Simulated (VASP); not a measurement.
Here is a VASP 6.6.1 calculation.

INCAR

```
SYSTEM = BaTiO3
PREC = Accurate
ENCUT = 520
EDIFF = 1E-6
ISMEAR = 0
SIGMA = 0.01
LREAL = .False.
LASPH = .True.
NELM = 150
ALGO = Normal
ISIF = 2
LWAVE = .False.
LCHARG = .True.
LMAXMIX = 4
LDAU = .True.
LDAUTYPE = 2
LDAUL = -1 2 -1
LDAUU = 0 4 0
LDAUJ = 0 0 0
LDAUPRINT = 1
GGA = PE
LELF = .True.
LVHAR = .True.
NBANDS = 28
```

The input KPOINTS:

```
regular mesh
0
Gamma
  6 6 6
  0 0 0
```

File POSCAR:

```
BaTiO3
1.0
    2.8603720851      1.6514365933      2.3460535783
   -2.8603720851      1.6514365933      2.3460535783
    0.0000000000     -3.3028731867      2.3460535783
Ba Ti O
1 1 3
Direct
    0.0026800181      0.0026800181      0.0026800181
    0.5052098263      0.5052098263      0.5052098263
    0.4995906898      0.4995906898      0.9976538439
    0.4995906898      0.9976538439      0.4995906898
    0.9976538439      0.4995906898      0.4995906898
```

Potentials or basis: VASP PAW PBE potentials, release 64 (Ba_sv, Ti_sv, O).

Command:

```bash
$ cat potpaw_PBE.64/Ba_sv/POTCAR potpaw_PBE.64/Ti_sv/POTCAR potpaw_PBE.64/O/POTCAR > POTCAR
$ mpirun -np 1 vasp_std > vasp.out
```

(1) Estimate the pressure.

(2) What does it give for the largest force?

Answers

(1) 0.8 GPa.

(2) 0.032 eV/Å.

Caveat: the cell differs from its parent crystal (atoms displaced along a vibrational mode).
